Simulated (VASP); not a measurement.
# Li (P6_3/mmc) in VASP: single point with PBE

Aim: the single point of Li with PBE.

Program: VASP 6.6.1. These are calculated values, not measurements. Logs are shortened: lines on timing, memory, paths and dates and some standing lists are left out, and cuts for length are marked.

## 1. The cell of the first run

It takes space group P6_3/mmc (No. 194, hexagonal). The conventional cell has a = 3.089 Å, b = 3.089 Å, c = 5.024 Å, α = 90.00°, β = 90.00°, γ = 120.00°. Li (site symmetry -6m2) has 12 Li at 3.08 to 3.09 Å within 4.1 Å.

This isn't the form of Li at room conditions, which is bcc.

## 2. Single point, PBE, non-collinear spin, zero start, spin-orbit coupling

Contents of INCAR:

```
  PREC = Accurate
  ENCUT = 520
  EDIFF = 1E-6
  ISMEAR = 0
  SIGMA = 0.05
  LREAL = F
  LASPH = T
  NELM = 150
  ALGO = Normal
  ISIF = 2
  LWAVE = F
  LCHARG = F
  MAGMOM = 0 0 0 0 0 0
  LORBIT = 11
  LSORBIT = T
  GGA_COMPAT = F
  LORBMOM = T
  GGA = PE
  NBANDS = 18
```

Contents of KPOINTS:

```
Automatic mesh
0
Gamma
  16 16 8
```

Contents of POSCAR:

```
Li
1.0
    3.0893042956      0.0000000000      0.0000000000
   -1.5446521478      2.6754160000      0.0000000000
    0.0000000000      0.0000000000      5.0243566412
Li
2
Direct
    0.3333333333      0.6666666667      0.7500000000
    0.6666666667      0.3333333333      0.2500000000
```

Potentials or basis: VASP PAW PBE potentials, release 64 (Li_sv).

Command:

```
cat potpaw_PBE.64/Li_sv/POTCAR > POTCAR
mpirun -np 1 vasp_ncl > vasp.out
```

OUTCAR:

```text
PREC = Accurate
   ENCUT = 520
   EDIFF = 1E-6
   ISMEAR = 0
   LREAL = F
   LASPH = T
   NELM = 150
   ISIF = 2
   LORBIT = 11
   LSORBIT = T
   GGA = PE

 ion  position               nearest neighbor table
   1  0.333  0.667  0.750-
   2  0.667  0.333  0.250-

  LATTYP: Found a hexagonal cell.
 ALAT       =     3.0893042956
 C/A-ratio  =     1.6263715583

  Lattice vectors:

 A1 = (   3.0893042956,   0.0000000000,   0.0000000000)
 A2 = (  -1.5446521478,   2.6754160000,   0.0000000000)
 A3 = (   0.0000000000,   0.0000000000,   5.0243566412)

Analysis of symmetry for initial positions (statically):
=====================================================================
 Subroutine PRICEL returns:
 Original cell was already a primitive cell.

 Routine SETGRP: Setting up the symmetry group for a
 hexagonal supercell.

 Subroutine GETGRP returns: Found 24 space group operations
 (whereof 12 operations were pure point group operations)
 out of a pool of 24 trial point group operations.

The static configuration has the point symmetry D_3d.
 The point group associated with its full space group is D_6h.

Analysis of symmetry for dynamics (positions and initial velocities):
=====================================================================
 Subroutine PRICEL returns:
 Original cell was already a primitive cell.

 Routine SETGRP: Setting up the symmetry group for a
 hexagonal supercell.

 Subroutine GETGRP returns: Found 24 space group operations
 (whereof 12 operations were pure point group operations)
 out of a pool of 24 trial point group operations.

The dynamic configuration has the point symmetry D_3d.
 The point group associated with its full space group is D_6h.

Analysis of structural, dynamic, and magnetic symmetry:
=====================================================================
 Subroutine PRICEL returns:
 Original cell was already a primitive cell.

 Routine SETGRP: Setting up the symmetry group for a
 hexagonal supercell.

 Subroutine GETGRP returns: Found 24 space group operations
 (whereof 12 operations were pure point group operations)
 out of a pool of 24 trial point group operations.

The overall configuration has the point symmetry D_3d.
 The point group associated with its full space group is D_6h.

 Subroutine INISYM returns: Found 24 space group operations
[... 682 lines left out ...]

 POSITION                                       TOTAL-FORCE (eV/Angst)
 -----------------------------------------------------------------------------------
     -0.00000      1.78361      3.76827        -0.000000      0.000000      0.000000
      1.54465      0.89181      1.25609         0.000000      0.000000     -0.000000
 -----------------------------------------------------------------------------------
    total drift:                               -0.000000     -0.000000      0.000000

  FREE ENERGIE OF THE ION-ELECTRON SYSTEM (eV)
  ---------------------------------------------------
  free  energy   TOTEN  =        -3.8132217468 eV

  energy  without entropy=       -3.8123212621  energy(sigma->0) =       -3.81277150

 orbital moment (x)

 # of ion     p       tot
 --------------------------------
  1         0.000   0.000
  2         0.000   0.000
 --------------------------------
            0.000   0.000

 orbital moment (y)

 # of ion     p       tot
 --------------------------------
  1         0.000   0.000
  2        -0.000  -0.000
 --------------------------------
            0.000   0.000

 orbital moment (z)

 # of ion     p       tot
 --------------------------------
  1         0.000   0.000
  2         0.000   0.000
 --------------------------------
            0.000   0.000

 Spin-Orbit-Coupling matrix elements

 Ion:    1  E_soc:     -0.0000000
 l=   1
     0.0000000    -0.0000000    -0.0000000
    -0.0000000     0.0000000    -0.0000000
    -0.0000000    -0.0000000     0.0000000
 l=   2
     0.0000000     0.0000000     0.0000000     0.0000000     0.0000000
     0.0000000     0.0000000     0.0000000     0.0000000     0.0000000
     0.0000000     0.0000000     0.0000000     0.0000000     0.0000000
     0.0000000     0.0000000     0.0000000     0.0000000     0.0000000
     0.0000000     0.0000000     0.0000000     0.0000000     0.0000000
 l=   3
     0.0000000     0.0000000     0.0000000     0.0000000     0.0000000     0.0000000     0.0000000
     0.0000000     0.0000000     0.0000000     0.0000000     0.0000000     0.0000000     0.0000000
     0.0000000     0.0000000     0.0000000     0.0000000     0.0000000     0.0000000     0.0000000
     0.0000000     0.0000000     0.0000000     0.0000000     0.0000000     0.0000000     0.0000000
     0.0000000     0.0000000     0.0000000     0.0000000     0.0000000     0.0000000     0.0000000
     0.0000000     0.0000000     0.0000000     0.0000000     0.0000000     0.0000000     0.0000000
     0.0000000     0.0000000     0.0000000     0.0000000     0.0000000     0.0000000     0.0000000

 Ion:    2  E_soc:     -0.0000000
 l=   1
     0.0000000    -0.0000000    -0.0000000
    -0.0000000     0.0000000    -0.0000000
    -0.0000000    -0.0000000     0.0000000
 l=   2
     0.0000000     0.0000000     0.0000000     0.0000000     0.0000000
     0.0000000     0.0000000     0.0000000     0.0000000     0.0000000
     0.0000000     0.0000000     0.0000000     0.0000000     0.0000000
     0.0000000     0.0000000     0.0000000     0.0000000     0.0000000
     0.0000000     0.0000000     0.0000000     0.0000000     0.0000000
 l=   3
     0.0000000     0.0000000     0.0000000     0.0000000     0.0000000     0.0000000     0.0000000
     0.0000000     0.0000000     0.0000000     0.0000000     0.0000000     0.0000000     0.0000000
     0.0000000     0.0000000     0.0000000     0.0000000     0.0000000     0.0000000     0.0000000
     0.0000000     0.0000000     0.0000000     0.0000000     0.0000000     0.0000000     0.0000000
     0.0000000     0.0000000     0.0000000     0.0000000     0.0000000     0.0000000     0.0000000
     0.0000000     0.0000000     0.0000000     0.0000000     0.0000000     0.0000000     0.0000000
     0.0000000     0.0000000     0.0000000     0.0000000     0.0000000     0.0000000     0.0000000

 total charge

# of ion       s       p       d       tot
------------------------------------------
    1        2.032   0.040   0.000   2.072
    2        2.032   0.040   0.000   2.072
--------------------------------------------------
tot          4.064   0.080   0.000   4.144

 magnetization (x)

# of ion       s       p       d       tot
------------------------------------------
    1        0.000   0.000   0.000   0.000
    2       -0.000   0.000   0.000  -0.000
--------------------------------------------------
tot         -0.000   0.000   0.000  -0.000

 magnetization (y)

# of ion       s       p       d       tot
------------------------------------------
    1        0.000   0.000   0.000   0.000
    2        0.000   0.000   0.000   0.000
--------------------------------------------------
tot          0.000   0.000   0.000   0.000

 magnetization (z)

# of ion       s       p       d       tot
------------------------------------------
    1        0.000   0.000   0.000   0.000
    2        0.000   0.000   0.000   0.000
--------------------------------------------------
tot          0.000   0.000   0.000   0.000
```

OSZICAR:

```text
N       E                     dE             d eps       ncg     rms          rms(c)
DAV:   1     0.300309772004E+02    0.30031E+02   -0.26016E+03  5400   0.649E+02
DAV:   2     0.287308846153E+01   -0.27158E+02   -0.25761E+02  6380   0.179E+02
DAV:   3    -0.369346741567E+01   -0.65666E+01   -0.64695E+01 10294   0.445E+01
DAV:   4    -0.381282543345E+01   -0.11936E+00   -0.11921E+00  6696   0.106E+01
DAV:   5    -0.381668255411E+01   -0.38571E-02   -0.38564E-02  8486   0.144E+00    0.324E-01
DAV:   6    -0.381434334256E+01    0.23392E-02   -0.71758E-04  9316   0.179E-01    0.186E-01
DAV:   7    -0.381322878758E+01    0.11146E-02   -0.13880E-03 10474   0.196E-01    0.405E-02
DAV:   8    -0.381323550871E+01   -0.67211E-05   -0.42533E-05  7020   0.665E-02    0.111E-02
DAV:   9    -0.381322565353E+01    0.98552E-05   -0.33323E-06  7856   0.215E-02    0.141E-03
DAV:  10    -0.381322230829E+01    0.33452E-05   -0.45826E-07  5944   0.632E-03    0.118E-03
DAV:  11    -0.381322174680E+01    0.56150E-06   -0.12242E-07  3870   0.307E-03
   1 F= -.38132217E+01 E0= -.38127715E+01  d E =-.900485E-03  mag=     0.0000     0.0000     0.0000
```

stdout:

```text
POSCAR found type information on POSCAR Li
 POSCAR found :  1 types and       2 ions
 scaLAPACK will be used
 LDA part: xc-table for (Slater+PW92), standard interpolation
 POSCAR, INCAR and KPOINTS ok, starting setup
 FFT: planning ... GRIDC
 FFT: planning ... GRID_SOFT
 FFT: planning ... GRID
 WAVECAR not read
 entering main loop
```

Run time: 71 s. Hardware: 1 thread of Intel Xeon 6975P-C (Granite Rapids), shared host; peak memory 0.32 GiB.

What came out:

```yaml
Free_energy: -3.8132 eV
Net_moment: 0.00 μB per cell
Valence_electrons_inside_the_program's_atomic_spheres: Li 2.07
```

Moments on the atoms (μB; x, y, z):
```
Li  0.00 0.00 0.00
Li  0.00 0.00 0.00
```
